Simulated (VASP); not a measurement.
**LiF: single point with PBE**

Crystal: LiF.

```
Li F
1.0
     0.00000    1.96365    1.96365
     1.96365    0.00000    1.96365
     1.96365    1.96365    0.00000
Li F
1 1
Cartesian
  0.0000 0.0000 0.0000
  1.9636 1.9636 1.9636
```

This cell differs from its parent crystal: strain -0.025 along x and y, -0.025 along z.

```json
{"Program": "VASP 6.6.1", "Task": "single point", "Functional": "PBE", "Potentials or basis": "VASP PAW PBE potentials, release 64 (Li_sv, F)", "Cutoff": "520 eV", "k mesh": "10 × 10 × 10", "Occupations": "gaussian, width 0.05 eV", "Spin": "no spin polarisation"}
```

```
Band gap on the k mesh : 9.80 eV, direct
```

Levels at points of the mesh, in eV from the valence-band top:
```tsv
k point	band 1	band 2	band 3	band 4	band 5	band 6	band 7	band 8	band 9	band 10
(0.00, 0.00, 0.00)	-40.77	-20.19	0.00	0.00	0.00	9.80	24.99	24.99	24.99	25.08
(0.50, 0.00, 0.00)	-40.69	-19.70	-2.75	-0.26	-0.26	11.18	17.67	19.51	19.51	31.77
(0.50, 0.50, 0.00)	-40.67	-19.37	-3.35	-1.12	-1.12	15.55	16.83	18.40	21.16	21.16
```

It took 12 s on 1 thread of Intel Xeon 6975P-C, with other jobs on the host, peak memory 0.13 GiB.

Caveat: the cell differs from its parent crystal (strain -0.025 along x and y, -0.025 along z). A k mesh can miss the band edges.
